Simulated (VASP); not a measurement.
Input of a VASP 6.6.1 run:

Contents of POSCAR:

```
W
1.0
    0.0000000000      2.0300000000      2.0300000000
    2.0300000000      0.0000000000      2.0300000000
    2.0300000000      2.0300000000      0.0000000000
W
1
Direct
    0.0000000000      0.0000000000      0.0000000000
```

The input INCAR.step1:

```
PREC = Accurate
ENCUT = 520
ISMEAR = -1
SIGMA = 0.05
LREAL = F
LASPH = T
NELM = 150
MAGMOM = 0 0 0
LSORBIT = T
GGA_COMPAT = F
LMAXMIX = 4
NBANDS = 25
GGA = PE
ALGO = Normal
EDIFF = 1E-4
LWAVE = T
LCHARG = F
```

Contents of INCAR.step2:

```
PREC = Accurate
ENCUT = 520
EDIFF = 1E-7
ISMEAR = -1
SIGMA = 0.05
LREAL = F
LASPH = T
NELM = 150
ALGO = Normal
ISIF = 2
LWAVE = F
LCHARG = F
MAGMOM = 0 0 0
LORBIT = 11
LSORBIT = T
GGA_COMPAT = F
LORBMOM = T
LMAXMIX = 4
METAGGA = R2SCAN
LMIXTAU = T
NBANDS = 25
ISTART = 1
```

KPOINTS

```
Automatic mesh
0
Gamma
  8 8 8
```

Potentials or basis: VASP PAW PBE potentials, release 64 (W_sv).

Run with:

```bash
$ cat potpaw_PBE.64/W_sv/POTCAR > POTCAR
$ cp INCAR.step1 INCAR
$ mpirun -np 1 vasp_ncl > vasp.out
$ cp INCAR.step2 INCAR
$ mpirun -np 1 vasp_ncl > vasp.out
```

**Question.** Predict the net moment.

**Answer.** 0.00 μB per cell.

**Question.** Estimate the pressure.

**Answer.** -7.1 GPa.

Moments on the atoms (μB; x, y, z):
```
W   0.00 0.00 0.00
```

Caveat: the PAW data sets were made with another functional, which shifts forces and pressure a little.
